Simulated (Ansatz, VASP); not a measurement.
# BaTiO3: VASP beside Ansatz

The input INCAR:

```
SYSTEM = BaTiO3
  PREC = Accurate
  ENCUT = 520
  EDIFF = 1E-8
  ISMEAR = -1
  SIGMA = 0.03
  LREAL = .FALSE.
  LASPH = .TRUE.
  NELM = 60
  ALGO = Normal
  ISIF = 2
  LWAVE = .FALSE.
  LCHARG = .FALSE.
  GGA = PE
  LEFG = .TRUE.
  NBANDS = 28
```

The input KPOINTS:

```
Automatic mesh
0
G
  7 7 7
  0 0 0
```

POSCAR

```
BaTiO3
1.0
    4.0782473671      0.0000000000      0.0000000000
    0.0000000000      4.0782473671      0.0000000000
    0.0000000000      0.0000000000      4.0968043205
Ba Ti O
1 1 3
Direct
    0.0000000000      0.0000000000      0.0000000000
    0.5000000000      0.5000000000      0.5000000000
    0.5000000000      0.5000000000      0.0000000000
    0.5000000000      0.0000000000      0.5000000000
    0.0000000000      0.5000000000      0.5000000000
```

Input for Ansatz:

```yaml
crystal:
  lattice:
    - [4.0782473671, 0.0, 0.0]
    - [0.0, 4.0782473671, 0.0]
    - [0.0, 0.0, 4.0968043205]
  atoms:
    - { symbol: Ba, position: [0.0, 0.0, 0.0] }
    - { symbol: Ti, position: [0.5, 0.5, 0.5] }
    - { symbol: O, position: [0.5, 0.5, 0.0] }
    - { symbol: O, position: [0.5, 0.0, 0.5] }
    - { symbol: O, position: [0.0, 0.5, 0.5] }
kpoints:
  mp_grid: { grid: [7, 7, 7] }
scf:
  occupations: { method: fermi_dirac, width: 0.03 }
hamiltonian:
  xc: pbe
  pseudopotentials: { kind: all_electron, datasets: crystal }
output:
  forces: true
  stress: true
  eigenvalues: true
  efg: { contact_densities: true }
```

Change from the starting cell: volume scaled by 1.06, crystal datasets.

Alike in both runs: task electric field gradients; functional PBE; k mesh 7 × 7 × 7; occupations fermi-dirac, width 0.03 eV; no spin polarisation.

|  | VASP | Ansatz |
| --- | --- | --- |
| version | VASP 6.6.1 | Ansatz 0.2.0 |
| potentials or method | VASP PAW PBE potentials, release 64 (Ba_sv, Ti_sv, O), cutoff 520 eV | all-electron PAW with datasets made for the crystal, scalar-relativistic |

|  | VASP | Ansatz | Ansatz less VASP |
| --- | --- | --- | --- |
| gap on the k mesh at the Fermi level (eV) | 1.67 | 1.73 | +0.052 |
| pressure (GPa) | -5.6 | -7.0 | -1.41 |
| traceless stress, the component that is largest in VASP (GPa) | -0.44 | -0.42 | +0.017 |
| size of Vzz on the site where it differs most (V/Å²) | 31.4 | 31.2 | -0.21 |

Ansatz ran all-electron here, and VASP with PAW potentials.

Spin-orbit coupling is off throughout.
